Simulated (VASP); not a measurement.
# Sn3SeS2 (P-3m1) in VASP: settings compared

Aim: see how the results for Sn3SeS2 move with the level of theory and the settings. Levels: PBE, r2SCAN. Tasks: single point, relaxation of cell and atoms.

Everything below comes from runs of VASP 6.6.1. Logs are shortened: lines on timing, memory, paths and dates and some standing lists are left out, and cuts for length are marked.

## (1) The cell of the first run

It takes space group P-3m1 (No. 164, trigonal). The conventional cell has a = 4.187 Å, b = 4.187 Å, c = 10.248 Å, α = 90.00°, β = 90.00°, γ = 120.00°. Sn (site symmetry 3m) has 3 S at 2.93 Å and 3 Se at 3.01 Å within 3.9 Å. Sn (site symmetry -3m) has 6 S at 2.93 Å within 3.9 Å. Se (site symmetry -3m) has 6 Sn at 3.01 Å within 4.0 Å. Within 3.9 Å of S (site symmetry 3m) lie 6 Sn at 2.93 Å.

## (2) Single point, PBE

File INCAR:

```
PREC = Accurate
ENCUT = 520
EDIFF = 1E-7
ISMEAR = 0
SIGMA = 0.1
LREAL = F
LASPH = T
NELM = 60
ALGO = Normal
ISIF = 2
LWAVE = F
LCHARG = T
GGA = PE
LELF = T
LVHAR = T
NBANDS = 39
```

File KPOINTS:

```
regular mesh
0
Gamma
  6 6 2
```

File POSCAR:

```
Sn3SeS2
1.0
    4.1868804000      0.0000000000      0.0000000000
   -2.0934402000      3.6259448000      0.0000000000
    0.0000000000      0.0000000000     10.2482033000
Sn Se S
3 1 2
Direct
    0.6666667000      0.3333333000      0.8242870000
    0.0000000000      0.0000000000      0.5000000000
    0.3333333000      0.6666667000      0.1757130000
    0.0000000000      0.0000000000      0.0000000000
    0.3333333000      0.6666667000      0.6622190000
    0.6666667000      0.3333333000      0.3377810000
```

Potentials or basis: VASP PAW PBE potentials, release 64 (Sn_d, Se, S).

Run with:

```bash
$ cat potpaw_PBE.64/Sn_d/POTCAR potpaw_PBE.64/Se/POTCAR potpaw_PBE.64/S/POTCAR > POTCAR
$ mpirun -np 1 vasp_std > vasp.out
```

OUTCAR:

```text
PREC = Accurate
   ENCUT = 520
   EDIFF = 1E-7
   ISMEAR = 0
   LREAL = F
   LASPH = T
   NELM = 60
   ISIF = 2
   GGA = PE

 ion  position               nearest neighbor table
   1  0.667  0.333  0.824-   5 2.93   5 2.93   5 2.93   4 3.01   4 3.01   4 3.01
   2  0.000  0.000  0.500-   5 2.93   6 2.93   6 2.93   5 2.93   6 2.93   5 2.93
   3  0.333  0.667  0.176-   6 2.93   6 2.93   6 2.93   4 3.01   4 3.01   4 3.01
   4  0.000  0.000  0.000-   1 3.01   3 3.01   1 3.01   3 3.01   1 3.01   3 3.01
   5  0.333  0.667  0.662-   1 2.93   1 2.93   1 2.93   2 2.93   2 2.93   2 2.93
   6  0.667  0.333  0.338-   3 2.93   3 2.93   3 2.93   2 2.93   2 2.93   2 2.93

  LATTYP: Found a hexagonal cell.
 ALAT       =     4.1868804000
 C/A-ratio  =     2.4476943024

  Lattice vectors:

 A1 = (   4.1868804000,   0.0000000000,   0.0000000000)
 A2 = (  -2.0934402000,   3.6259448000,   0.0000000000)
 A3 = (   0.0000000000,   0.0000000000,  10.2482033000)

Analysis of symmetry for initial positions (statically):
=====================================================================
 Subroutine PRICEL returns:
 Original cell was already a primitive cell.

 Routine SETGRP: Setting up the symmetry group for a
 hexagonal supercell.

 Subroutine GETGRP returns: Found 12 space group operations
 (whereof 12 operations were pure point group operations)
 out of a pool of 24 trial point group operations.

The static configuration has the point symmetry D_3d.

Analysis of symmetry for dynamics (positions and initial velocities):
=====================================================================
 Subroutine PRICEL returns:
 Original cell was already a primitive cell.

 Routine SETGRP: Setting up the symmetry group for a
 hexagonal supercell.

 Subroutine GETGRP returns: Found 12 space group operations
 (whereof 12 operations were pure point group operations)
 out of a pool of 24 trial point group operations.

The dynamic configuration has the point symmetry D_3d.

 Subroutine INISYM returns: Found 12 space group operations
 (whereof 12 operations are pure point group operations),
 and found     1 'primitive' translations

----------------------------------------------------------------------------------------

                                     Primitive cell

  volume of cell :     155.5820

  direct lattice vectors                    reciprocal lattice vectors
     4.186880400  0.000000000  0.000000000     0.238841310  0.137895094  0.000000000
    -2.093440200  3.625944800  0.000000000     0.000000000  0.275790189  0.000000000
     0.000000000  0.000000000 10.248203300     0.000000000  0.000000000  0.097578080

  length of vectors
     4.186880400  4.186880410 10.248203300     0.275790189  0.275790189  0.097578080

  position of ions in fractional coordinates (direct lattice)
     0.666666700  0.333333300  0.824287000
     0.000000000  0.000000000  0.500000000
     0.333333300  0.666666700  0.175713000
     0.000000000  0.000000000  0.000000000
     0.333333300  0.666666700  0.662219000
     0.666666700  0.333333300  0.337781000

  ion indices of the primitive-cell ions
   primitive index   ion index
                 1           1
                 2           2
                 3           3
                 4           4
                 5           5
                 6           6

----------------------------------------------------------------------------------------

 KPOINTS: regular mesh

Automatic generation of k-mesh.
 Grid dimensions read from file:
 generate k-points for:    6    6    2

 Generating k-lattice:

  Cartesian coordinates                     Fractional coordinates (reciprocal lattice)
     0.039806885  0.022982516  0.000000000     0.166666667  0.000000000  0.000000000
     0.000000000  0.045965031  0.000000000     0.000000000  0.166666667  0.000000000
     0.000000000  0.000000000  0.048789040     0.000000000  0.000000000  0.500000000

  Length of vectors
     0.045965032  0.045965031  0.048789040

  Shift w.r.t. Gamma in fractional coordinates (k-lattice)
     0.000000000  0.000000000  0.000000000

 Subroutine IBZKPT returns following result:
 ===========================================

 Found     14 irreducible k-points:

 Following reciprocal coordinates:
            Coordinates               Weight
  0.000000  0.000000  0.000000      1.000000
  0.166667  0.000000  0.000000      6.000000
  0.333333  0.000000  0.000000      6.000000
  0.500000  0.000000  0.000000      3.000000
  0.166667  0.166667  0.000000      6.000000
  0.333333  0.166667  0.000000     12.000000
  0.333333  0.333333  0.000000      2.000000
  0.000000  0.000000  0.500000      1.000000
  0.166667  0.000000  0.500000      6.000000
  0.333333  0.000000  0.500000      6.000000
  0.500000  0.000000  0.500000      3.000000
  0.166667  0.166667  0.500000      6.000000
  0.333333  0.166667  0.500000     12.000000
  0.333333  0.333333  0.500000      2.000000
   k-points           NKPTS =     14   k-points in BZ     NKDIM =     14   number of bands    NBANDS=     39
   number of dos      NEDOS =    301   number of ions     NIONS =      6
   total plane-waves  NPLWV =  81920
   dimension x,y,z NGX =    32 NGY =   32 NGZ =   80
   dimension x,y,z NGXF=    64 NGYF=   64 NGZF=  160
   ions per type =               3   1   2
   NGX,Y,Z   is equivalent  to a cutoff of  12.71, 12.71, 12.98 a.u.
   NGXF,Y,Z  is equivalent  to a cutoff of  25.41, 25.41, 25.96 a.u.
 SYSTEM =  unknown system
   PREC   = accura    normal or accurate (medium, high low for compatibility)
   ISTART =      0    job   : 0-new  1-cont  2-samecut
   ICHARG =      2    charge: 1-file 2-atom 10-const
   ISPIN  =      1    spin polarized calculation?
   LNONCOLLINEAR =      F non collinear calculations
   LSORBIT =      F    spin-orbit coupling
   LASPH  =      T    aspherical Exc in radial PAW
   ENCUT  =  520.0 eV  38.22 Ry    6.18 a.u.   7.78  7.78 19.05*2*pi/ulx,y,z
   NELM   =     60;   NELMIN=  2; NELMDL= -5     # of ELM steps
   EDIFF  = 0.1E-06   stopping-criterion for ELM
   LREAL  =      F    real-space projection
   EDIFFG = 0.1E-05   stopping-criterion for IOM
   NSW    =      0    number of steps for IOM
   IBRION =     -1    ionic relax: 0-MD 1-quasi-New 2-CG
   NFREE  =      0    steps in history (QN), initial steepest desc. (CG)
   ISIF   =      2    stress and relaxation
   ISYM   =      2    0-nonsym 1-usesym 2-fastsym
   POTIM  = 0.5000    time-step for ionic-motion
   TEBEG  =    0.0;   TEEND  =   0.0 temperature during run
   PSTRESS=    0.0 pullay stress
   NELECT =      60.0000    total number of electrons
   NUPDOWN=      -1.0000    fix difference up-down
   EMIN   =  10.00;   EMAX   =-10.00  energy-range for DOS
   EFERMI =   0.00;   METHOD = LEGACY
   ISMEAR =     0;   SIGMA  =   0.10  broadening in eV -4-tet -1-fermi 0-gaus
   EFERMI_NEDOS =   21; number of points for ismear=-14 and -15
   IALGO  =     38    algorithm
   IMIX   =      4    mixing-type and parameters
     AMIX     =   0.40;   BMIX     =  1.00
     AMIX_MAG =   1.60;   BMIX_MAG =  1.00
  volume/ion in A,a.u.               =      25.93       174.99
  Fermi-wavevector in a.u.,A,eV,Ry     =   1.191623  2.251840 19.319791  1.419965
  Thomas-Fermi vector in A             =   2.327680
   LORBIT       =      0    0 simple, 1 ext, 2 COOP (PROOUT), +10 PAW based schemes
   GGA     = PE    functional components
   LHFCALC =     F    Hartree Fock is set to
   AEXX    =    0.0000 exact exchange contribution
   IVDW    =     0    specifies the selected vdW correction
   LEPSILON=     F    determine dielectric tensor
   LRPA    =     F    only Hartree local field effects (RPA)
 non-spin polarized calculation
 Gauss-broadening in eV      SIGMA  =   0.10
  energy-cutoff  :      520.00
  volume of cell :      155.58
 maximum number of plane-waves:      4212
 NGX is ok and might be reduce to    32
   NGX = 15   NGY = 15   NGZ = 39

 number of electron      60.0000002 magnetization

 Free energy of the ion-electron system (eV)
  ---------------------------------------------------
  ext. energy  EPLUGINS =         0.00000000
  ---------------------------------------------------
  free energy    TOTEN  =       -25.78607355 eV

  energy without entropy =      -25.78606097  energy(sigma->0) =      -25.78606726

 E-fermi :   6.2444     XC(G=0):  -9.6438

 val. band max:        5.9954571937   @ k =   0.0000   0.0000   0.5000
 cond. band min:       6.4918146705   @ k =   0.5000   0.0000   0.5000
 fundamental gap:      0.4963574768
 Fermi energy:         6.2444136168

 k-point     1 :       0.0000    0.0000    0.0000
  band No.  band energies     occupation
      1     -15.6857      2.00000
      2     -15.6820      2.00000
      3     -15.6820      2.00000
      4     -15.6782      2.00000
      5     -15.6782      2.00000
      6     -15.6688      2.00000
[... 31 lines left out ...]
     38      10.5232      0.00000
     39      10.5346      0.00000

 k-point     2 :       0.1667    0.0000    0.0000
  band No.  band energies     occupation
      1     -15.6857      2.00000
      2     -15.6833      2.00000
      3     -15.6800      2.00000
      4     -15.6789      2.00000
      5     -15.6775      2.00000
      6     -15.6711      2.00000
[... 31 lines left out ...]
     38       9.7567      0.00000
     39       9.8076      0.00000

 k-point     3 :       0.3333    0.0000    0.0000
  band No.  band energies     occupation
      1     -15.6949      2.00000
      2     -15.6861      2.00000
      3     -15.6804      2.00000
      4     -15.6783      2.00000
      5     -15.6752      2.00000
      6     -15.6717      2.00000
[... 31 lines left out ...]
     38      10.3444      0.00000
     39      10.5388      0.00000

 k-point     4 :       0.5000    0.0000    0.0000
  band No.  band energies     occupation
      1     -15.7005      2.00000
      2     -15.6877      2.00000
      3     -15.6814      2.00000
      4     -15.6798      2.00000
      5     -15.6753      2.00000
      6     -15.6737      2.00000
[... 31 lines left out ...]
     38      11.2439      0.00000
     39      11.2464      0.00000
[... 334 lines left out ...]
     38       9.8934      0.00000
     39      10.2872      0.00000

 k-point    13 :       0.3333    0.1667    0.5000
  band No.  band energies     occupation
      1     -15.6950      2.00000
      2     -15.6857      2.00000
      3     -15.6833      2.00000
      4     -15.6786      2.00000
      5     -15.6762      2.00000
      6     -15.6689      2.00000
[... 31 lines left out ...]
     38      10.1191      0.00000
     39      10.8055      0.00000

 k-point    14 :       0.3333    0.3333    0.5000
  band No.  band energies     occupation
      1     -15.6912      2.00000
      2     -15.6912      2.00000
      3     -15.6785      2.00000
      4     -15.6755      2.00000
      5     -15.6734      2.00000
      6     -15.6734      2.00000
[... 31 lines left out ...]
     38      10.4319      0.00000
     39      10.4319      0.00000

------------------------ aborting loop because EDIFF is reached ----------------------------------------

  FORCE on cell =-STRESS in cart. coord.  units (eV):
  Direction    XX          YY          ZZ          XY          YZ          ZX
  --------------------------------------------------------------------------------------
  -------------------------------------------------------------------------------------
  Total       -0.3738742     -0.3738742     -0.3131286     -0.0000000      0.0000000     -0.0000000
  in kB       -3.8501406     -3.8501406     -3.2245854     -0.0000000      0.0000000     -0.0000000
  external PRESSURE =      -3.6416222 kB  Pullay stress =       0.0000000 kB

 VOLUME and BASIS-vectors are now :
 -----------------------------------------------------------------------------
  energy-cutoff  :      520.00
  volume of cell :      155.58
      direct lattice vectors                 reciprocal lattice vectors
     4.186880400  0.000000000  0.000000000     0.238841310  0.137895094  0.000000000
    -2.093440200  3.625944800  0.000000000     0.000000000  0.275790189  0.000000000
     0.000000000  0.000000000 10.248203300     0.000000000  0.000000000  0.097578080

 POSITION                                       TOTAL-FORCE (eV/Angst)
 -----------------------------------------------------------------------------------
      2.09344      1.20865      8.44746        -0.000000      0.000000      0.012175
      0.00000      0.00000      5.12410         0.000000      0.000000      0.000000
     -0.00000      2.41730      1.80074        -0.000000     -0.000000     -0.012175
      0.00000      0.00000      0.00000         0.000000      0.000000      0.000000
     -0.00000      2.41730      6.78655         0.000000     -0.000000     -0.015990
      2.09344      1.20865      3.46165        -0.000000      0.000000      0.015990
 -----------------------------------------------------------------------------------
    total drift:                                0.000000     -0.000000     -0.000000

  FREE ENERGIE OF THE ION-ELECTRON SYSTEM (eV)
  ---------------------------------------------------
  free  energy   TOTEN  =       -25.7860735508 eV

  energy  without entropy=      -25.7860609736  energy(sigma->0) =      -25.78606726
```

It took 96 s on 1 thread of AMD EPYC 7R43 (Zen 3), shared host; peak memory 0.26 GiB.

Results:

| Property | Result |
| --- | --- |
| Free energy | -25.7861 eV |
| Pressure | -0.4 GPa |
| Largest force | 0.016 eV/Å |
| Band gap on the k mesh | 0.50 eV, indirect (the least direct gap lies 0.4 meV higher) |

Forces in eV/Å, atoms in the order of the input:
```
Sn   0.000  0.000  0.012
Sn   0.000  0.000  0.000
Sn   0.000  0.000 -0.012
Se   0.000  0.000  0.000
S    0.000  0.000 -0.016
S    0.000  0.000  0.016
```

Caveat: spin-orbit coupling is left out, which moves the levels of the heavy elements. A k mesh can miss the band edges.

## (3) Single point, PBE

File INCAR:

```
PREC = Accurate
ENCUT = 520
EDIFF = 1E-7
ISMEAR = 0
SIGMA = 0.02
LREAL = False
LASPH = True
NELM = 80
ALGO = Normal
ISIF = 2
LWAVE = False
LCHARG = True
GGA = PE
LELF = True
LVHAR = True
NBANDS = 39
```

File KPOINTS:

```
Automatic mesh
0
Gamma
  12 12 4
```

File POSCAR:

```
Sn3SeS2
1.0
    4.1868804063      0.0000000000      0.0000000000
   -2.0934402032      3.6259447945      0.0000000000
    0.0000000000      0.0000000000     10.2482033000
Sn Se S
3 1 2
Direct
    0.6666666667      0.3333333333      0.8242870000
    0.0000000000      0.0000000000      0.5000000000
    0.3333333333      0.6666666667      0.1757130000
    0.0000000000      0.0000000000      0.0000000000
    0.3333333333      0.6666666667      0.6622190000
    0.6666666667      0.3333333333      0.3377810000
```

Potentials or basis: VASP PAW PBE potentials, release 64 (Sn_d, Se, S).

Run with:

```bash
$ cat potpaw_PBE.64/Sn_d/POTCAR potpaw_PBE.64/Se/POTCAR potpaw_PBE.64/S/POTCAR > POTCAR
$ mpirun -np 1 vasp_std > vasp.out
```

Wall time 3.2 min (1 thread of Intel Xeon 6975P-C (Granite Rapids), shared host); peak memory 0.5 GiB.

Results (log left out):

| Property | Result |
| --- | --- |
| Free energy | -25.7508 eV |
| Pressure | 0.0 GPa |
| Band gap on the k mesh | 0.42 eV, indirect (least direct gap 0.50 eV) |

Levels at points of the mesh, in eV from the valence-band top:
| k point | band 27 | band 28 | band 29 | band 30 | band 31 | band 32 | band 33 | band 34 |
| --- | --- | --- | --- | --- | --- | --- | --- | --- |
| (0.00, 0.00, 0.00) | -1.92 | -1.92 | -0.67 | -0.63 | 1.41 | 1.48 | 1.86 | 1.86 |
| (0.50, 0.00, 0.00) | -2.88 | -2.55 | -1.31 | -1.30 | 1.44 | 1.58 | 2.32 | 2.42 |
| (0.00, 0.00, 0.50) | -1.91 | -1.66 | -1.62 | 0.00 | 0.51 | 1.36 | 1.36 | 3.10 |
| (0.50, 0.00, 0.50) | -2.95 | -2.17 | -2.14 | 0.00 | 0.50 | 1.38 | 1.38 | 3.32 |

Caveat: spin-orbit coupling is left out, which moves the levels of the heavy elements.

(Continued in part 2 of 2.)
